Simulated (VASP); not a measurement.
# Bi2Se3 in VASP: a series of runs

Runs on Bi2Se3. Level: PBE. Tasks: electric field gradients.

Program: VASP 6.6.1. These are calculated values, not measurements. Logs are shortened: lines on timing, memory, paths and dates and some standing lists are left out, and cuts for length are marked.

**1. The cell of the first run**

The structure is trigonal, space group R-3m (No. 166). The conventional cell has a = 4.226 Å, b = 4.226 Å, c = 28.636 Å, α = 90.00°, β = 90.00°, γ = 120.00°. Bi (site symmetry 3m) has 6 Se at 2.89 to 3.11 Å within 3.8 Å. Se (site symmetry -3m) has 6 Bi at 3.11 Å and 12 Se at 4.23 to 4.25 Å within 4.3 Å. Within 3.8 Å of Se (site symmetry 3m) lie 3 Bi at 2.89 Å and 3 Se at 3.55 Å.

**2. Electric field gradients, PBE (equal xx and yy strain of +2 %)**

INCAR

```
SYSTEM = Bi2Se3
PREC = Accurate ; ENCUT = 520
EDIFF = 1E-8 ; ISMEAR = -1
SIGMA = 0.03 ; LREAL = .False.
LASPH = .True. ; NELM = 100
ALGO = Normal ; ISIF = 2
LWAVE = .False. ; LCHARG = .False.
GGA = PE ; LEFG = .True.
NBANDS = 32
```

KPOINTS

```
Automatic mesh
0
Gamma
  6 6 6
  0 0 0
```

POSCAR

```
Bi2Se3
1.0
    2.1129292827      1.2199002901      9.5453300000
   -2.1129292827      1.2199002901      9.5453300000
    0.0000000000     -2.4398005804      9.5453300000
Bi Se
2 3
Direct
    0.4008000000      0.4008000000      0.4008000000
    0.5992000000      0.5992000000      0.5992000000
    0.0000000000      0.0000000000      0.0000000000
    0.2117000000      0.2117000000      0.2117000000
    0.7883000000      0.7883000000      0.7883000000
```

Potentials or basis: VASP PAW PBE potentials, release 64 (Bi_d, Se).

On the command line:

```
cat potpaw_PBE.64/Bi_d/POTCAR potpaw_PBE.64/Se/POTCAR > POTCAR
mpirun -np 1 vasp_std > vasp.out
```

OUTCAR:

```text
SYSTEM = Bi2Se3
   PREC = Accurate
   ENCUT = 520
   EDIFF = 1E-8
   ISMEAR = -1
   LREAL = .False.
   LASPH = .True.
   NELM = 100
   ISIF = 2
   GGA = PE

 ion  position               nearest neighbor table
   1  0.401  0.401  0.401-   5 2.89   5 2.89   5 2.89   3 3.11   3 3.11   3 3.11
   2  0.599  0.599  0.599-   4 2.89   4 2.89   4 2.89   3 3.11   3 3.11   3 3.11
   3  0.000  0.000  0.000-   2 3.11   2 3.11   1 3.11   1 3.11   2 3.11   1 3.11
   4  0.212  0.212  0.212-   2 2.89   2 2.89   2 2.89
   5  0.788  0.788  0.788-   1 2.89   1 2.89   1 2.89

  LATTYP: Found a trigonal (rhomboedric) cell.
 ALAT       =     9.8522054222
 COS(alpha) =     0.9080116132

  Lattice vectors:

 A1 = (   2.1129292827,   1.2199002901,   9.5453300000)
 A2 = (  -2.1129292827,   1.2199002901,   9.5453300000)
 A3 = (   0.0000000000,  -2.4398005804,   9.5453300000)

Analysis of symmetry for initial positions (statically):
=====================================================================
 Subroutine PRICEL returns:
 Original cell was already a primitive cell.

 Routine SETGRP: Setting up the symmetry group for a
 trigonal (rhombohedral) supercell.

 Subroutine GETGRP returns: Found 12 space group operations
 (whereof 12 operations were pure point group operations)
 out of a pool of 12 trial point group operations.

The static configuration has the point symmetry D_3d.

Analysis of symmetry for dynamics (positions and initial velocities):
=====================================================================
 Subroutine PRICEL returns:
 Original cell was already a primitive cell.

 Routine SETGRP: Setting up the symmetry group for a
 trigonal (rhombohedral) supercell.

 Subroutine GETGRP returns: Found 12 space group operations
 (whereof 12 operations were pure point group operations)
 out of a pool of 12 trial point group operations.

The dynamic configuration has the point symmetry D_3d.

 Subroutine INISYM returns: Found 12 space group operations
 (whereof 12 operations are pure point group operations),
 and found     1 'primitive' translations

----------------------------------------------------------------------------------------

                                     Primitive cell

  volume of cell :     147.6221

  direct lattice vectors                    reciprocal lattice vectors
     2.112929283  1.219900290  9.545330000     0.236638303  0.136623188  0.034921091
    -2.112929283  1.219900290  9.545330000    -0.236638303  0.136623188  0.034921091
     0.000000000 -2.439800580  9.545330000     0.000000000 -0.273246376  0.034921091

  length of vectors
     9.852205422  9.852205422  9.852205422     0.275468809  0.275468809  0.275468809

  position of ions in fractional coordinates (direct lattice)
     0.400800000  0.400800000  0.400800000
     0.599200000  0.599200000  0.599200000
     0.000000000  0.000000000  0.000000000
     0.211700000  0.211700000  0.211700000
     0.788300000  0.788300000  0.788300000

  ion indices of the primitive-cell ions
   primitive index   ion index
                 1           1
                 2           2
                 3           3
                 4           4
                 5           5

----------------------------------------------------------------------------------------

 KPOINTS: Automatic mesh

Automatic generation of k-mesh.
 Grid dimensions read from file:
 generate k-points for:    6    6    6

 Generating k-lattice:

  Cartesian coordinates                     Fractional coordinates (reciprocal lattice)
     0.039439717  0.022770531  0.005820182     0.166666667  0.000000000  0.000000000
    -0.039439717  0.022770531  0.005820182     0.000000000  0.166666667  0.000000000
     0.000000000 -0.045541063  0.005820182     0.000000000  0.000000000  0.166666667

  Length of vectors
     0.045911468  0.045911468  0.045911468

  Shift w.r.t. Gamma in fractional coordinates (k-lattice)
     0.000000000  0.000000000  0.000000000

 Subroutine IBZKPT returns following result:
 ===========================================

 Found     32 irreducible k-points:

 Following reciprocal coordinates:
            Coordinates               Weight
  0.000000  0.000000  0.000000      1.000000
  0.166667  0.000000  0.000000      6.000000
  0.333333  0.000000  0.000000      6.000000
  0.500000  0.000000  0.000000      3.000000
  0.166667  0.166667  0.000000      6.000000
  0.333333  0.166667  0.000000     12.000000
[... 16 lines left out ...]
  0.500000  0.500000  0.166667      6.000000
 -0.333333  0.500000  0.166667     12.000000
 [... further k-points ...]
   k-points           NKPTS =     32   k-points in BZ     NKDIM =     32   number of bands    NBANDS=     32
   number of dos      NEDOS =    301   number of ions     NIONS =      5
   total plane-waves  NPLWV = 512000
   dimension x,y,z NGX =    80 NGY =   80 NGZ =   80
   dimension x,y,z NGXF=   160 NGYF=  160 NGZF=  160
   ions per type =               2   3
   NGX,Y,Z   is equivalent  to a cutoff of  13.50, 13.50, 13.50 a.u.
   NGXF,Y,Z  is equivalent  to a cutoff of  27.00, 27.00, 27.00 a.u.
 SYSTEM =  Bi2Se3
   PREC   = accura    normal or accurate (medium, high low for compatibility)
   ISTART =      0    job   : 0-new  1-cont  2-samecut
   ICHARG =      2    charge: 1-file 2-atom 10-const
   ISPIN  =      1    spin polarized calculation?
   LNONCOLLINEAR =      F non collinear calculations
   LSORBIT =      F    spin-orbit coupling
   LASPH  =      T    aspherical Exc in radial PAW
   ENCUT  =  520.0 eV  38.22 Ry    6.18 a.u.  18.32 18.32 18.32*2*pi/ulx,y,z
   NELM   =    100;   NELMIN=  2; NELMDL= -5     # of ELM steps
   EDIFF  = 0.1E-07   stopping-criterion for ELM
   LREAL  =      F    real-space projection
   EDIFFG = 0.1E-06   stopping-criterion for IOM
   NSW    =      0    number of steps for IOM
   IBRION =     -1    ionic relax: 0-MD 1-quasi-New 2-CG
   NFREE  =      0    steps in history (QN), initial steepest desc. (CG)
   ISIF   =      2    stress and relaxation
   ISYM   =      2    0-nonsym 1-usesym 2-fastsym
   POTIM  = 0.5000    time-step for ionic-motion
   TEBEG  =    0.0;   TEEND  =   0.0 temperature during run
   PSTRESS=    0.0 pullay stress
   NELECT =      48.0000    total number of electrons
   NUPDOWN=      -1.0000    fix difference up-down
   EMIN   =  10.00;   EMAX   =-10.00  energy-range for DOS
   EFERMI =   0.00;   METHOD = LEGACY
   ISMEAR =    -1;   SIGMA  =   0.03  broadening in eV -4-tet -1-fermi 0-gaus
   EFERMI_NEDOS =   21; number of points for ismear=-14 and -15
   IALGO  =     38    algorithm
   IMIX   =      4    mixing-type and parameters
     AMIX     =   0.40;   BMIX     =  1.00
     AMIX_MAG =   1.60;   BMIX_MAG =  1.00
  volume/ion in A,a.u.               =      29.52       199.24
  Fermi-wavevector in a.u.,A,eV,Ry     =   1.125740  2.127340 17.242533  1.267290
  Thomas-Fermi vector in A             =   2.262418
   LORBIT       =      0    0 simple, 1 ext, 2 COOP (PROOUT), +10 PAW based schemes
   GGA     = PE    functional components
   LHFCALC =     F    Hartree Fock is set to
   AEXX    =    0.0000 exact exchange contribution
   IVDW    =     0    specifies the selected vdW correction
   LEPSILON=     F    determine dielectric tensor
   LRPA    =     F    only Hartree local field effects (RPA)
 non-spin polarized calculation
  energy-cutoff  :      520.00
  volume of cell :      147.62
 maximum number of plane-waves:      3998
 NGX is ok and might be reduce to    80
   NGX = 37   NGY = 37   NGZ = 37

 number of electron      47.9999997 magnetization

 Free energy of the ion-electron system (eV)
  ---------------------------------------------------
  ext. energy  EPLUGINS =         0.00000000
  ---------------------------------------------------
  free energy    TOTEN  =       -20.19708563 eV

  energy without entropy =      -20.19698412  energy(sigma->0) =      -20.19703487

 E-fermi :   4.5528     XC(G=0):  -9.3183

 val. band max:        4.4598861777   @ k =   0.0000   0.0000   0.0000
 cond. band min:       4.6456614074   @ k =   0.0000   0.0000   0.0000
 fundamental gap:      0.1857752297
 Fermi energy:         4.5528372727

 k-point     1 :       0.0000    0.0000    0.0000
  band No.  band energies     occupation
      1     -18.5795      2.00000
      2     -18.5795      2.00000
      3     -18.5785      2.00000
      4     -18.5780      2.00000
      5     -18.5780      2.00000
      6     -18.5763      2.00000
[... 24 lines left out ...]
     31      10.4818      0.00000
     32      11.4109      0.00000

 k-point     2 :       0.1667    0.0000    0.0000
  band No.  band energies     occupation
      1     -18.5827      2.00000
      2     -18.5809      2.00000
      3     -18.5749      2.00000
      4     -18.5746      2.00000
      5     -18.5732      2.00000
      6     -18.5730      2.00000
[... 24 lines left out ...]
     31       9.7054      0.00000
     32      10.5572      0.00000

 k-point     3 :       0.3333    0.0000    0.0000
  band No.  band energies     occupation
      1     -18.5907      2.00000
      2     -18.5874      2.00000
      3     -18.5767      2.00000
      4     -18.5722      2.00000
      5     -18.5712      2.00000
      6     -18.5679      2.00000
[... 24 lines left out ...]
     31       8.9564      0.00000
     32      11.0122      0.00000

 k-point     4 :       0.5000    0.0000    0.0000
  band No.  band energies     occupation
      1     -18.5953      2.00000
      2     -18.5911      2.00000
      3     -18.5787      2.00000
      4     -18.5740      2.00000
      5     -18.5720      2.00000
      6     -18.5676      2.00000
[... 654 lines left out ...]
     31       9.1822      0.00000
     32      11.3344      0.00000

 k-point    23 :       0.5000    0.5000    0.1667
  band No.  band energies     occupation
      1     -18.5907      2.00000
      2     -18.5875      2.00000
      3     -18.5767      2.00000
      4     -18.5723      2.00000
      5     -18.5713      2.00000
      6     -18.5678      2.00000
[... 24 lines left out ...]
     31       8.9997      0.00000
     32      10.8663      0.00000

 k-point    24 :      -0.3333    0.5000    0.1667
  band No.  band energies     occupation
      1     -18.5898      2.00000
      2     -18.5867      2.00000
      3     -18.5756      2.00000
      4     -18.5745      2.00000
      5     -18.5713      2.00000
      6     -18.5698      2.00000
[... 24 lines left out ...]
     31       9.2796      0.00000
     32      11.0660      0.00000

 [... further k-points ...]

------------------------ aborting loop because EDIFF is reached ----------------------------------------

  FORCE on cell =-STRESS in cart. coord.  units (eV):
  Direction    XX          YY          ZZ          XY          YZ          ZX
  --------------------------------------------------------------------------------------
  -------------------------------------------------------------------------------------
  Total       -0.2087716     -0.2087716      0.5678517      0.0000000     -0.0000000      0.0000000
  in kB       -2.2658468     -2.2658468      6.1630260      0.0000000     -0.0000000      0.0000000
  external PRESSURE =       0.5437775 kB  Pullay stress =       0.0000000 kB

 VOLUME and BASIS-vectors are now :
 -----------------------------------------------------------------------------
  energy-cutoff  :      520.00
  volume of cell :      147.62
      direct lattice vectors                 reciprocal lattice vectors
     2.112929283  1.219900290  9.545330000     0.236638303  0.136623188  0.034921091
    -2.112929283  1.219900290  9.545330000    -0.236638303  0.136623188  0.034921091
     0.000000000 -2.439800580  9.545330000     0.000000000 -0.273246376  0.034921091

 POSITION                                       TOTAL-FORCE (eV/Angst)
 -----------------------------------------------------------------------------------
      0.00000     -0.00000     11.47730         0.000000      0.000000     -0.057471
      0.00000     -0.00000     17.15869         0.000000     -0.000000      0.057471
      0.00000      0.00000      0.00000         0.000000      0.000000     -0.000000
      0.00000     -0.00000      6.06224         0.000000     -0.000000      0.063899
      0.00000     -0.00000     22.57375         0.000000      0.000000     -0.063899
 -----------------------------------------------------------------------------------
    total drift:                                0.000000      0.000000     -0.000000

  FREE ENERGIE OF THE ION-ELECTRON SYSTEM (eV)
  ---------------------------------------------------
  free  energy   TOTEN  =       -20.1970856322 eV

  energy  without entropy=      -20.1969841164  energy(sigma->0) =      -20.19703487

 Electric field gradients (V/A^2)
---------------------------------------------------------------------
 ion       V_xx      V_yy      V_zz      V_xy      V_xz      V_yz
---------------------------------------------------------------------
   1      -0.614    -0.614     1.229    -0.000    -0.000     0.000
   2      -0.614    -0.614     1.229    -0.000     0.000     0.000
   3     -30.173   -30.173    60.346    -0.000     0.000     0.000
   4      11.010    11.010   -22.021    -0.000    -0.000     0.000
   5      11.010    11.010   -22.021     0.000     0.000     0.000
---------------------------------------------------------------------

 Electric field gradients after diagonalization (V/A^2)
 (convention: |V_zz| > |V_xx| > |V_yy|)
----------------------------------------------------------------------
 ion       V_xx      V_yy      V_zz     asymmetry (V_yy - V_xx)/ V_zz
----------------------------------------------------------------------
   1      -0.614    -0.614     1.229       0.000
   2      -0.614    -0.614     1.229       0.000
   3     -30.173   -30.173    60.346       0.000
   4      11.010    11.010   -22.021       0.000
   5      11.010    11.010   -22.021       0.000
----------------------------------------------------------------------

           NMR quadrupolar parameters

 Cq : quadrupolar parameter    Cq=e*Q*V_zz/h
 eta: asymmetry parameters     (V_yy - V_xx)/ V_zz
 Q  : nuclear electric quadrupole moment in mb (millibarn)
----------------------------------------------------------------------
 ion       Cq(MHz)       eta       Q (mb)
----------------------------------------------------------------------
   1       0.003       0.000       1.000
   2       0.003       0.000       1.000
   3       0.146       0.000       1.000
   4      -0.053       0.000       1.000
   5      -0.053       0.000       1.000
----------------------------------------------------------------------
```

Wall time 34 min (1 thread of AMD EPYC 7R13, shared host); peak memory 0.92 GiB.

What came out:

| Property | Result |
| --- | --- |
| Free energy | -20.1971 eV |
| Pressure | 0.1 GPa |
| Largest force | 0.064 eV/Å |
| Band gap on the k mesh | 0.19 eV |
| Largest electric field gradient by atom | Bi +1.2; Se +60.3, -22.0 (each value once) V/Å² |

Forces on the atoms (eV/Å):
```
Bi   0.000  0.000 -0.057
Bi   0.000  0.000  0.057
Se   0.000  0.000  0.000
Se   0.000  0.000  0.064
Se   0.000  0.000 -0.064
```

Stress tensor (GPa, compression positive):
```
-0.23  0.00  0.00
 0.00 -0.23  0.00
 0.00  0.00  0.62
```

Electric field gradients, principal values (V/Å²):
```
atom    least   middle  greatest (by size)
1 Bi   -0.614   -0.614               1.229
2 Bi   -0.614   -0.614               1.229
3 Se  -30.173  -30.173              60.346
4 Se   11.010   11.010             -22.021
5 Se   11.010   11.010             -22.021
```

Caveat: the cell differs from its parent crystal (equal xx and yy strain of +2 %); without QUAD_EFG the Cq values of the log hold for a quadrupole moment of 1 mb, not for the nuclei; spin-orbit coupling is left out, which moves the levels of the heavy elements. A k mesh can miss the band edges.

(Part 1 of 3 ends here.)
